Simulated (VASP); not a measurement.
# TaRu (P4/mmm) in VASP: a series of runs, part 3 of 3

VASP 6.6.1. Earlier steps stand in the parts before.

### 6 Electric field gradients, LDA (volume scaled by 1.04)

Contents of INCAR:

```
  PREC = Accurate
  ENCUT = 520
  EDIFF = 1E-8
  ISMEAR = -1
  SIGMA = 0.05
  LREAL = F
  LASPH = T
  NELM = 100
  ALGO = Normal
  ISIF = 2
  LWAVE = F
  LCHARG = F
  GGA = CA
  LEFG = T
  NBANDS = 20
```

Contents of KPOINTS:

```
Automatic mesh
0
Gamma
  11 11 10
```

Contents of POSCAR:

```
TaRu
1.0
    3.0931756599      0.0000000000      0.0000000000
    0.0000000000      3.0931756599      0.0000000000
    0.0000000000      0.0000000000      3.4335972196
Ta Ru
1 1
Direct
    0.5000000000      0.5000000000      0.5000000000
    0.0000000000      0.0000000000      0.0000000000
```

Potentials or basis: VASP PAW LDA potentials, release 64 (Ta_pv, Ru_pv).

On the command line:

```console
cat potpaw_LDA.64/Ta_pv/POTCAR potpaw_LDA.64/Ru_pv/POTCAR > POTCAR
mpirun -np 1 vasp_std > vasp.out
```

OUTCAR:

```text
PREC = Accurate
   ENCUT = 520
   EDIFF = 1E-8
   ISMEAR = -1
   LREAL = F
   LASPH = T
   NELM = 100
   ISIF = 2
   GGA = CA

 ion  position               nearest neighbor table
   1  0.500  0.500  0.500-   2 2.78   2 2.78   2 2.78   2 2.78   2 2.78   2 2.78   2 2.78   2 2.78

   2  0.000  0.000  0.000-   1 2.78   1 2.78   1 2.78   1 2.78   1 2.78   1 2.78   1 2.78   1 2.78

  LATTYP: Found a simple tetragonal cell.
 ALAT       =     3.0931756599
 C/A-ratio  =     1.1100556829

  Lattice vectors:

 A1 = (   3.0931756599,   0.0000000000,   0.0000000000)
 A2 = (   0.0000000000,   3.0931756599,   0.0000000000)
 A3 = (   0.0000000000,   0.0000000000,   3.4335972196)

Analysis of symmetry for initial positions (statically):
=====================================================================
 Subroutine PRICEL returns:
 Original cell was already a primitive cell.

 Routine SETGRP: Setting up the symmetry group for a
 simple tetragonal supercell.

 Subroutine GETGRP returns: Found 16 space group operations
 (whereof 16 operations were pure point group operations)
 out of a pool of 16 trial point group operations.

The static configuration has the point symmetry D_4h.

Analysis of symmetry for dynamics (positions and initial velocities):
=====================================================================
 Subroutine PRICEL returns:
 Original cell was already a primitive cell.

 Routine SETGRP: Setting up the symmetry group for a
 simple tetragonal supercell.

 Subroutine GETGRP returns: Found 16 space group operations
 (whereof 16 operations were pure point group operations)
 out of a pool of 16 trial point group operations.

The dynamic configuration has the point symmetry D_4h.

 Subroutine INISYM returns: Found 16 space group operations
 (whereof 16 operations are pure point group operations),
 and found     1 'primitive' translations

----------------------------------------------------------------------------------------

                                     Primitive cell

  volume of cell :      32.8518

  direct lattice vectors                    reciprocal lattice vectors
     3.093175660  0.000000000  0.000000000     0.323292341  0.000000000  0.000000000
     0.000000000  3.093175660  0.000000000     0.000000000  0.323292341  0.000000000
     0.000000000  0.000000000  3.433597220     0.000000000  0.000000000  0.291239751

  length of vectors
     3.093175660  3.093175660  3.433597220     0.323292341  0.323292341  0.291239751

  position of ions in fractional coordinates (direct lattice)
     0.500000000  0.500000000  0.500000000
     0.000000000  0.000000000  0.000000000

  ion indices of the primitive-cell ions
   primitive index   ion index
                 1           1
                 2           2

----------------------------------------------------------------------------------------

 KPOINTS: Automatic mesh
[... 72 lines left out ...]
   IBRION =     -1    ionic relax: 0-MD 1-quasi-New 2-CG
   NFREE  =      0    steps in history (QN), initial steepest desc. (CG)
   ISIF   =      2    stress and relaxation
   ISYM   =      2    0-nonsym 1-usesym 2-fastsym
   POTIM  = 0.5000    time-step for ionic-motion
   TEBEG  =    0.0;   TEEND  =   0.0 temperature during run
   PSTRESS=    0.0 pullay stress
   NELECT =      25.0000    total number of electrons
   NUPDOWN=      -1.0000    fix difference up-down
   EMIN   =  10.00;   EMAX   =-10.00  energy-range for DOS
   EFERMI =   0.00;   METHOD = LEGACY
   ISMEAR =    -1;   SIGMA  =   0.05  broadening in eV -4-tet -1-fermi 0-gaus
   EFERMI_NEDOS =   21; number of points for ismear=-14 and -15
   IALGO  =     38    algorithm
   IMIX   =      4    mixing-type and parameters
     AMIX     =   0.40;   BMIX     =  1.00
     AMIX_MAG =   1.60;   BMIX_MAG =  1.00
  volume/ion in A,a.u.               =      16.43       110.85
  Fermi-wavevector in a.u.,A,eV,Ry     =   1.494636  2.824452 30.394540  2.233936
  Thomas-Fermi vector in A             =   2.606883
   LORBIT       =      0    0 simple, 1 ext, 2 COOP (PROOUT), +10 PAW based schemes
   GGA     = CA    functional components
   LHFCALC =     F    Hartree Fock is set to
   AEXX    =    0.0000 exact exchange contribution
   IVDW    =     0    specifies the selected vdW correction
   LEPSILON=     F    determine dielectric tensor
   LRPA    =     F    only Hartree local field effects (RPA)
 non-spin polarized calculation
  energy-cutoff  :      520.00
  volume of cell :       32.85
 maximum number of plane-waves:       901
 NGX is ok and might be reduce to    24
   NGX = 11   NGY = 11   NGZ = 13

 number of electron      25.0000006 magnetization

 Free energy of the ion-electron system (eV)
  ---------------------------------------------------
  ext. energy  EPLUGINS =         0.00000000
  ---------------------------------------------------
  free energy    TOTEN  =       -23.92497735 eV

  energy without entropy =      -23.90488905  energy(sigma->0) =      -23.91493320

 E-fermi :   8.7122     XC(G=0): -13.2701

 val. band max:        8.7074397715   @ k =   0.4545   0.1818   0.0000
 cond. band min:       8.7228141321   @ k =   0.0909   0.0000   0.4000
 fundamental gap:      0.0153743606
 Fermi energy:         8.7122473988

 k-point     1 :       0.0000    0.0000    0.0000
  band No.  band energies     occupation
      1     -33.9580      2.00000
      2     -33.9316      2.00000
      3     -33.9316      2.00000
      4     -26.0404      2.00000
      5     -25.9135      2.00000
      6     -25.9135      2.00000
[... 541 lines left out ...]
     19      17.4799      0.00000
     20      18.9582      0.00000

 [... further k-points ...]

------------------------ aborting loop because EDIFF is reached ----------------------------------------

  FORCE on cell =-STRESS in cart. coord.  units (eV):
  Direction    XX          YY          ZZ          XY          YZ          ZX
  --------------------------------------------------------------------------------------
  -------------------------------------------------------------------------------------
  Total       -3.8696200     -3.8696200     -3.5481204      0.0000000      0.0000000     -0.0000000
  in kB     -188.7210680   -188.7210680   -173.0415554      0.0000000      0.0000000     -0.0000000
  external PRESSURE =    -183.4945638 kB  Pullay stress =       0.0000000 kB

 VOLUME and BASIS-vectors are now :
 -----------------------------------------------------------------------------
  energy-cutoff  :      520.00
  volume of cell :       32.85
      direct lattice vectors                 reciprocal lattice vectors
     3.093175660  0.000000000  0.000000000     0.323292341  0.000000000  0.000000000
     0.000000000  3.093175660  0.000000000     0.000000000  0.323292341  0.000000000
     0.000000000  0.000000000  3.433597220     0.000000000  0.000000000  0.291239751

 POSITION                                       TOTAL-FORCE (eV/Angst)
 -----------------------------------------------------------------------------------
      1.54659      1.54659      1.71680         0.000000      0.000000      0.000000
      0.00000      0.00000      0.00000         0.000000      0.000000      0.000000
 -----------------------------------------------------------------------------------
    total drift:                                0.000000      0.000000     -0.000000

  FREE ENERGIE OF THE ION-ELECTRON SYSTEM (eV)
  ---------------------------------------------------
  free  energy   TOTEN  =       -23.9249773494 eV

  energy  without entropy=      -23.9048890479  energy(sigma->0) =      -23.91493320

 Electric field gradients (V/A^2)
---------------------------------------------------------------------
 ion       V_xx      V_yy      V_zz      V_xy      V_xz      V_yz
---------------------------------------------------------------------
   1      -7.391    -7.391    14.783     0.000     0.000    -0.000
   2      -9.093    -9.093    18.186    -0.000    -0.000     0.000
---------------------------------------------------------------------

 Electric field gradients after diagonalization (V/A^2)
 (convention: |V_zz| > |V_xx| > |V_yy|)
----------------------------------------------------------------------
 ion       V_xx      V_yy      V_zz     asymmetry (V_yy - V_xx)/ V_zz
----------------------------------------------------------------------
   1      -7.391    -7.391    14.783       0.000
   2      -9.093    -9.093    18.186       0.000
----------------------------------------------------------------------

           NMR quadrupolar parameters

 Cq : quadrupolar parameter    Cq=e*Q*V_zz/h
 eta: asymmetry parameters     (V_yy - V_xx)/ V_zz
 Q  : nuclear electric quadrupole moment in mb (millibarn)
----------------------------------------------------------------------
 ion       Cq(MHz)       eta       Q (mb)
----------------------------------------------------------------------
   1       0.036       0.000       1.000
   2       0.044       0.000       1.000
----------------------------------------------------------------------
```

OSZICAR:

```text
N       E                     dE             d eps       ncg     rms          rms(c)
DAV:   1     0.227013213095E+03    0.22701E+03   -0.14214E+04  5040   0.128E+03
DAV:   2    -0.194211470162E+02   -0.24643E+03   -0.24088E+03  5572   0.394E+02
DAV:   3    -0.252207925008E+02   -0.57996E+01   -0.57383E+01  5936   0.616E+01
DAV:   4    -0.252669308550E+02   -0.46138E-01   -0.46052E-01  6064   0.553E+00
DAV:   5    -0.252676686202E+02   -0.73777E-03   -0.73738E-03  6104   0.620E-01    0.165E+01
DAV:   6    -0.241595196768E+02    0.11081E+01   -0.15253E+00  5720   0.108E+01    0.648E+00
DAV:   7    -0.239552833017E+02    0.20424E+00   -0.75433E-01  5728   0.580E+00    0.139E+00
DAV:   8    -0.239308941109E+02    0.24389E-01   -0.16961E-01  5736   0.222E+00    0.629E-01
DAV:   9    -0.239252694368E+02    0.56247E-02   -0.74174E-03  5828   0.793E-01    0.184E-01
DAV:  10    -0.239249737730E+02    0.29566E-03   -0.33686E-04  6420   0.153E-01    0.453E-02
DAV:  11    -0.239249775981E+02   -0.38251E-05   -0.14744E-05  6108   0.283E-02    0.119E-02
DAV:  12    -0.239249774375E+02    0.16060E-06   -0.36488E-06  5892   0.104E-02    0.602E-03
DAV:  13    -0.239249773498E+02    0.87660E-07   -0.15831E-07  6164   0.373E-03    0.425E-04
DAV:  14    -0.239249773494E+02    0.44110E-09   -0.39757E-09  3872   0.369E-04
   1 F= -.23924977E+02 E0= -.23914933E+02  d E =-.200883E-01
```

It took 1.8 min on 1 thread of AMD EPYC 7R43 (Zen 3), shared host; peak memory 0.16 GiB.

What came out:

| Item | Value |
| --- | --- |
| Free energy | -23.9250 eV |
| Pressure | -18.3 GPa |

Levels at points of the mesh, in eV from the Fermi level:
| k point | band 10 | band 11 | band 12 | band 13 | band 14 | band 15 |
| --- | --- | --- | --- | --- | --- | --- |
| (0.00, 0.00, 0.00) | -2.23 | -2.23 | -1.42 | 0.42 | 1.68 | 4.07 |
| (0.00, 0.00, 0.50) | -2.36 | -1.71 | -1.71 | -0.77 | 0.03 | 0.76 |

Electric field gradients, principal values (V/Å²):
```tsv
atom	least	middle	greatest (by size)
1 Ta	-7.391	-7.391	14.783
2 Ru	-9.093	-9.093	18.186
```

Caveat: without QUAD_EFG the Cq values of the log hold for a quadrupole moment of 1 mb, not for the nuclei; spin-orbit coupling is left out, which moves the levels of the heavy elements.

### 7 Overview

```tsv
cell	gap on the mesh (eV)	pressure (GPa)
a = 2.991, b = 2.991, c = 3.320 Å, 2 atoms	none	7.8
a = 3.033, b = 3.033, c = 3.366 Å, 2 atoms	none	-4.4
a = 3.063, b = 3.063, c = 3.400 Å, 2 atoms	none	-11.9
a = 3.093, b = 3.093, c = 3.434 Å, 2 atoms	none	-18.3
```

Alike in all rows: task electric field gradients; level LDA; potentials or basis VASP PAW LDA potentials, release 64 (Ta_pv, Ru_pv); no spin polarisation; k mesh 11 × 11 × 10; cutoff (eV) 520; smearing fermi-dirac 0.05 eV.

Caveats: spin-orbit coupling is left out, which moves the levels of the heavy elements.

Absolute energies hang on the potentials; compare differences alone.
